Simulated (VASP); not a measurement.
Wanted: the native input for a VASP 6.6.1 run.

```yaml
Task: single point
Functional: PBE0
Potentials_or_basis: VASP PAW PBE potentials, release 64 (Br, P)
Cutoff: 520 eV
k_mesh: 4 × 3 × 3
Occupations: fermi-dirac, width 0.05 eV
Spin: no spin polarisation
Dipole_correction: no
Grid_for_exact_exchange_PRECFOCK: Normal
Further_INCAR_settings: ALGO = Normal; EDIFF = 1e-06; NBANDS = 20
Share_of_exact_exchange: 0.25
```

Crystal: PBr.

```
Br P
1.0
     4.93856    0.00000    0.00000
    -2.06239    5.19450    0.00000
    -0.69678   -0.65377    6.23326
Br P
2 2
Direct
  0.66580 0.85501 0.24276
  0.33420 0.14499 0.75724
  0.64072 0.49976 0.63187
  0.35928 0.50024 0.36813
```

The input as run:

POSCAR

```
PBr
1.0
    4.9385630000      0.0000000000      0.0000000000
   -2.0623900000      5.1944970000      0.0000000000
   -0.6967810000     -0.6537650000      6.2332560000
Br P
2 2
Direct
    0.6657980000      0.8550130000      0.2427560000
    0.3342020000      0.1449870000      0.7572440000
    0.6407200000      0.4997570000      0.6318710000
    0.3592800000      0.5002430000      0.3681290000
```

INCAR.step1

```
SYSTEM = PBr
PREC = Accurate
ENCUT = 520
EDIFF = 1E-5
ISMEAR = -1
SIGMA = 0.05
LREAL = .False.
LASPH = .True.
NELM = 60
ALGO = Normal
ISIF = 2
LWAVE = .True.
NBANDS = 20
GGA = PE
```

INCAR.step2

```
SYSTEM = PBr
PREC = Accurate
ENCUT = 520
EDIFF = 1E-6
ISMEAR = -1
SIGMA = 0.05
LREAL = .False.
LASPH = .True.
NELM = 60
ALGO = Normal
ISIF = 2
LWAVE = .False.
LCHARG = .True.
GGA = PE
LHFCALC = .True.
AEXX = 0.25
PRECFOCK = Normal
LELF = .True.
LVHAR = .True.
NBANDS = 20
ISTART = 1
```

KPOINTS

```
Automatic mesh
0
Gamma
  4 3 3
  0 0 0
```

Potentials or basis: VASP PAW PBE potentials, release 64 (Br, P).

Run with:

```sh
$ cat potpaw_PBE.64/Br/POTCAR potpaw_PBE.64/P/POTCAR > POTCAR
$ cp INCAR.step1 INCAR
$ mpirun -np 1 vasp_std > vasp.out
$ cp INCAR.step2 INCAR
$ mpirun -np 1 vasp_std > vasp.out
```

Results of the run:

```yaml
Pressure: -1.0 GPa
Largest_force: 0.726 eV/Å
Band_gap_on_the_k_mesh: 3.17 eV
```

Caveat: this functional lacks dispersion, which holds the molecules together, so the pressure and a relaxed volume are unreliable; the PAW data sets were made with another functional, which shifts forces and pressure a little.

It took 27 min on 1 thread of Intel(R) Xeon(R) Platinum 8375C CPU @ 2.90GHz (Ice Lake) (shared host), peak memory 0.31 GiB.
